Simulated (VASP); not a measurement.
Set up this calculation in VASP 6.6.1, as the native input.

```yaml
Task: single point
Functional: PBE
Potentials_or_basis: VASP PAW PBE potentials, release 64 (Si)
Cutoff: 520 eV
k_mesh: 6 × 6 × 4
Occupations: gaussian, width 0.1 eV
Spin: no spin polarisation
Dipole_correction: no
Further_INCAR_settings: ALGO = Normal; EDIFF = 1e-06; NBANDS = 16
```

The structure of Si lies in POSCAR:

```
Si
1.0
    3.0356806378     -1.9173361551      0.1734493136
    3.0356806378      1.9173361551      0.1734493136
   -1.8892548192      0.0000000000      5.7843342134
Si
4
Direct
    0.1842879277      0.5070622734      0.8528953521
    0.4929377266      0.8157120723      0.6471046479
    0.8157120723      0.4929377266      0.1471046479
    0.5070622734      0.1842879277      0.3528953521
```

The cell was built from a structure type or drawn by symmetry, and may not be a known phase.

One way to write it, as run:

INCAR

```
  PREC = Accurate
  ENCUT = 520
  EDIFF = 1E-6
  ISMEAR = 0
  SIGMA = 0.1
  LREAL = False
  LASPH = True
  NELM = 80
  ALGO = Normal
  ISIF = 2
  LWAVE = False
  LCHARG = True
  GGA = PE
  LELF = True
  LVHAR = True
  NBANDS = 16
```

KPOINTS

```
Automatic mesh
0
Gamma
  6 6 4
```

Potentials or basis: VASP PAW PBE potentials, release 64 (Si).

The run is started by

```bash
$ cat potpaw_PBE.64/Si/POTCAR > POTCAR
$ mpirun -np 1 vasp_std > vasp.out
```

It gave:

```json
{"Pressure": "0.0 GPa", "Largest force": "0.025 eV/Å", "Band gap on the k mesh": "zero (bands 8 and 9 overlap by 2.44 eV)"}
```

It took 54 s on 1 thread of Intel Xeon 8259CL, with other jobs on the host, peak memory 0.19 GiB.
